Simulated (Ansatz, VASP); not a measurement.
Given: the input of a run of Ansatz 0.2.0 on Pb.

input.yaml

```yaml
crystal:
  lattice:
    - [0.0, 2.458408627, 2.458408627]
    - [2.458408627, 0.0, 2.458408627]
    - [2.458408627, 2.458408627, 0.0]
  atoms:
    - { symbol: Pb, position: [0.0, 0.0, 0.0] }
hamiltonian:
  xc: b3lyp
  pseudopotentials: { kind: paw }
kpoints:
  mp_grid: { grid: [5, 5, 5] }
scf:
  occupations: { method: fermi_dirac, width: 0.05 }
output:
  forces: true
  stress: true
  eigenvalues: true
```

Potentials or basis: Ansatz PAW.

Run with:

```console
$ ansatz run input.yaml --threads 2 --pin off --max-ram 5632MiB --backend cpu --events-out ev --progress --plain --runs-dir out
```

Translate it to VASP 6.6.1. Potentials there: VASP PAW PBE potentials, release 64 (Pb_d).

As run (the cutoff follows the program's own potentials):

File POSCAR:

```
Pb
1.0
    0.0000000000      2.4584086270      2.4584086270
    2.4584086270      0.0000000000      2.4584086270
    2.4584086270      2.4584086270      0.0000000000
Pb
1
Direct
    0.0000000000      0.0000000000      0.0000000000
```

The input INCAR.step1:

```
SYSTEM = Pb
ALGO = Normal
EDIFF = 1E-5
ENCUT = 520
GGA = PE
ISIF = 2
ISMEAR = -1
LASPH = .TRUE.
LCHARG = .FALSE.
LREAL = .FALSE.
LWAVE = .TRUE.
NBANDS = 13
NELM = 60
PREC = Accurate
SIGMA = 0.05
```

Contents of INCAR.step2:

```
SYSTEM = Pb
AEXX = 0.2
AGGAC = 0.81
AGGAX = 0.72
ALDAC = 0.19
ALGO = Normal
EDIFF = 1E-7
ENCUT = 520
GGA = B3
ISIF = 2
ISMEAR = -1
ISTART = 1
LASPH = .TRUE.
LCHARG = .FALSE.
LHFCALC = .TRUE.
LREAL = .FALSE.
LWAVE = .FALSE.
NBANDS = 13
NELM = 60
PREC = Accurate
PRECFOCK = Normal
SIGMA = 0.05
```

The input KPOINTS:

```
k-points
0
G
  5 5 5
  0 0 0
```

Potentials or basis: VASP PAW PBE potentials, release 64 (Pb_d).

Command:

```console
$ cat potpaw_PBE.64/Pb_d/POTCAR > POTCAR
$ cp INCAR.step1 INCAR
$ mpirun -np 1 vasp_std > vasp.out
$ cp INCAR.step2 INCAR
$ mpirun -np 1 vasp_std > vasp.out
```

Both were run:

|  | VASP | Ansatz | Ansatz less VASP |
| --- | --- | --- | --- |
| gap on the k mesh at the Fermi level (eV) | none | none | - |
| pressure (GPa) | 5.0 | 4.9 | -0.04 |

VASP's potentials were made for PBE, not for B3LYP. A gap of «none» marks a metal or a gap that the smearing closes.

The k mesh is coarse, so the values compare programs but aren't converged. Spin-orbit coupling is off throughout.
